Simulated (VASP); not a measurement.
Write the native input for VASP 6.6.1 that does the following.

| Quantity | Value |
| --- | --- |
| Task | single point |
| Functional | PBE |
| Potentials or basis | VASP PAW PBE potentials, release 64 (W_sv, C) |
| Cutoff | 520 eV |
| k mesh | 15 × 15 × 15 |
| Occupations | fermi-dirac, width 0.08 eV |
| Spin | no spin polarisation |
| Dipole correction | no |
| Further INCAR settings | ALGO = Normal; EDIFF = 1e-06; NBANDS = 16 |

The structure of WC (rocksalt type) lies in POSCAR:

```
WC
1.0
    0.0000000000      2.1903001482      2.1903001482
    2.1903001482      0.0000000000      2.1903001482
    2.1903001482      2.1903001482      0.0000000000
W C
1 1
Direct
    0.0000000000      0.0000000000      0.0000000000
    0.5000000000      0.5000000000      0.5000000000
```

One way to write it, as run:

INCAR

```
ALGO = Normal ; EDIFF = 1E-6
ENCUT = 520 ; GGA = PE
ISIF = 2 ; ISMEAR = -1
LASPH = T ; LCHARG = F
LREAL = F ; LWAVE = F
NBANDS = 16 ; NELM = 60
PREC = Accurate ; SIGMA = 0.08
```

KPOINTS

```
k-points
0
Gamma
  15 15 15
```

Potentials or basis: VASP PAW PBE potentials, release 64 (W_sv, C).

The run is started by

```console
$ cat potpaw_PBE.64/W_sv/POTCAR potpaw_PBE.64/C/POTCAR > POTCAR
$ mpirun -np 1 vasp_std > vasp.out
```

Results of the run:

- Pressure: 0.8 GPa
- Band gap on the k mesh: zero (bands 9 and 10 overlap by 3.03 eV)

Caveat: spin-orbit coupling is left out, which moves the levels of the heavy elements.

Run time: 16 s on 1 thread of Intel(R) Xeon(R) Platinum 8488C (Sapphire Rapids) (shared host), peak memory 0.16 GiB.
